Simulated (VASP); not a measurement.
**LiH: single point with PBE**

LiH:

```
CELL_PARAMETERS angstrom
0.00000 2.11380 2.11380
2.11380 0.00000 2.11380
2.11380 2.11380 0.00000
ATOMIC_POSITIONS crystal
Li 0.00000 0.00000 0.00000
H 0.50000 0.50000 0.50000
```

This cell differs from its parent crystal: strain +0.040 along x and y, +0.040 along z.

```json
{
 "Program": "VASP 6.6.1",
 "Task": "single point",
 "Functional": "PBE",
 "Potentials or basis": "VASP PAW PBE potentials, release 64 (Li_sv, H)",
 "Cutoff": "520 eV",
 "k mesh": "10 × 10 × 10",
 "Occupations": "gaussian, width 0.05 eV",
 "Spin": "no spin polarisation"
}
```

```
Band gap on the k mesh : 3.07 eV
```

Levels at points of the mesh, in eV from the valence-band top:
```
           k point  band 1  band 2  band 3  band 4  band 5  band 6  band 7
(0.00, 0.00, 0.00)  -44.49   -4.85   14.14   16.33   16.33   16.33   20.76
(0.50, 0.00, 0.00)  -44.46   -2.21    4.56   12.35   15.10   15.10   17.56
(0.50, 0.50, 0.00)  -44.45    0.00    3.07   10.06   10.06   13.03   15.16
```

It took 16 s on 1 thread of AMD EPYC 7R13 (shared host), peak memory 0.1 GiB.

Caveat: the cell differs from its parent crystal (strain +0.040 along x and y, +0.040 along z). A k mesh can miss the band edges.
